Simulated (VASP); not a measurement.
Wanted: the native input for a VASP 6.6.1 run.

* Task: single point
* Functional: PBE
* Dispersion: D3(BJ)
* Potentials or basis: VASP PAW PBE potentials, release 64 (Mo_sv)
* Cutoff: 520 eV
* k mesh: 8 × 8 × 8
* Occupations: gaussian, width 0.1 eV
* Spin: no spin polarisation
* Dipole correction: no
* Further INCAR settings: ALGO = Normal; EDIFF = 1e-06; NBANDS = 13

The structure of Mo lies in POSCAR:

```
Mo
1.0
   -1.5663217279      1.5663217279      1.5663217279
    1.5663217279     -1.5663217279      1.5663217279
    1.5663217279      1.5663217279     -1.5663217279
Mo
1
Direct
    0.0000000000      0.0000000000      0.0000000000
```

These files were run (other wordings do the same):

INCAR

```
ALGO = Normal ; EDIFF = 1E-6
ENCUT = 520 ; GGA = PE
ISIF = 2 ; ISMEAR = 0
IVDW = 12 ; LASPH = True
LCHARG = False ; LREAL = False
LWAVE = False ; NBANDS = 13
NELM = 100 ; PREC = Accurate
SIGMA = 0.1
```

KPOINTS

```
k-points
0
Gamma
  8 8 8
```

Potentials or basis: VASP PAW PBE potentials, release 64 (Mo_sv).

The run is started by

```sh
$ cat potpaw_PBE.64/Mo_sv/POTCAR > POTCAR
$ mpirun -np 1 vasp_std > vasp.out
```

Results of the run:

```yaml
Pressure: 0.5 GPa
Band_gap_on_the_k_mesh: zero (band 7 reaches 16.94 eV, above the bottom of band 8 at 11.47 eV)
Dispersion_energy_per_atom: -0.727 eV
```

Caveat: pairwise dispersion overbinds metals, which lowers pressure and volume.

Wall time 6.4 s on 1 thread of AMD EPYC 7R43 64-Core Processor (Zen 3) (shared host), peak memory 0.1 GiB.
